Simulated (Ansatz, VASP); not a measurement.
## Bi in VASP and in Ansatz

Contents of INCAR:

```
SYSTEM = Bi
ALGO = Normal
EDIFF = 1E-6
ENCUT = 520
ISIF = 2
ISMEAR = -1
LASPH = .TRUE.
LCHARG = .TRUE.
LELF = .TRUE.
LREAL = .FALSE.
LVHAR = .TRUE.
LWAVE = .FALSE.
NBANDS = 22
NELM = 80
PREC = Accurate
SIGMA = 0.08
```

The input KPOINTS:

```
k-points
0
G
  11 11 11
  0 0 0
```

File POSCAR:

```
Bi
1.0
    0.0000000000      3.4888830254      3.4888830254
    3.4888830254      0.0000000000      3.4888830254
    3.4888830254      3.4888830254      0.0000000000
Bi
2
Direct
   -0.1250000000     -0.1250000000     -0.1250000000
    0.1250000000      0.1250000000      0.1250000000
```

Input for Ansatz:

```yaml
crystal:
  lattice:
    - [0.0, 3.4888830254, 3.4888830254]
    - [3.4888830254, 0.0, 3.4888830254]
    - [3.4888830254, 3.4888830254, 0.0]
  atoms:
    - { symbol: Bi, position: [-0.125, -0.125, -0.125] }
    - { symbol: Bi, position: [0.125, 0.125, 0.125] }
kpoints:
  mp_grid: { grid: [11, 11, 11] }
scf:
  occupations: { method: fermi_dirac, width: 0.08 }
hamiltonian:
  xc: lda
  pseudopotentials: { kind: all_electron, lapw: { basis_error: 0.001 } }
output:
  forces: true
  stress: true
  eigenvalues: true
  populations: true
```

Change from the starting cell: volume scaled by 0.95, LAPW.

Alike in both runs: task single point; functional LDA; k mesh 11 × 11 × 11; occupations fermi-dirac, width 0.08 eV; no spin polarisation.

|  | VASP | Ansatz |
| --- | --- | --- |
| version | VASP 6.6.1 | Ansatz 0.2.0 |
| potentials or method | VASP PAW LDA potentials, release 64 (Bi_d), cutoff 520 eV | all-electron LAPW, scalar-relativistic |

Ansatz gave:

| Item | Value |
| --- | --- |
| pressure (GPa) | 2.0 |

Q: What did VASP give for the same quantities?

A: Pressure (GPa): 2.1.

LDA's correlation is that of Perdew and Zunger in VASP and of Perdew and Wang (1992) in Ansatz. Ansatz ran all-electron here, and VASP with PAW potentials.

Spin-orbit coupling is off throughout.
